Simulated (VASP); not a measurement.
Sb, 2 atoms in the cell. Symmetry: P6_3/mmc, No. 194, hexagonal system. Conventional cell: a = 3.355 Å, b = 3.355 Å, c = 5.470 Å, α = 90.00°, β = 90.00°, γ = 120.00°. Sb (site symmetry -6m2) has 12 Sb at 3.35 Å within 4.4 Å. 

```yaml
Program: VASP 6.6.1
Task: single point
Functional: r2SCAN
Potentials_or_basis: VASP PAW PBE potentials, release 64 (Sb)
Cutoff: 520 eV
k_mesh: 7 × 7 × 4
Occupations: fermi-dirac, width 0.05 eV
Spin: non-collinear spin, zero start, spin-orbit coupling
Starting_moments: "[[0.0, 0.0, 0.0], [0.0, 0.0, 0.0]] μB"
Dipole_correction: no
Further_INCAR_settings: ALGO = Normal; EDIFF = 1e-06; NBANDS = 22
```

Potentials or basis: VASP PAW PBE potentials, release 64 (Sb).

Command:

```bash
$ cat potpaw_PBE.64/Sb/POTCAR > POTCAR
$ cp INCAR.step1 INCAR
$ mpirun -np 1 vasp_ncl > vasp.out
$ cp INCAR.step2 INCAR
$ mpirun -np 1 vasp_ncl > vasp.out
```

Hardware: 1 thread of Intel Xeon 8259CL, on a shared host.

Q: How long does it take, and how much memory?

A: Wall time 7.6 min on 1 thread of Intel Xeon 8259CL, with other jobs on the host, peak memory 0.37 GiB. Counts: k points 24.
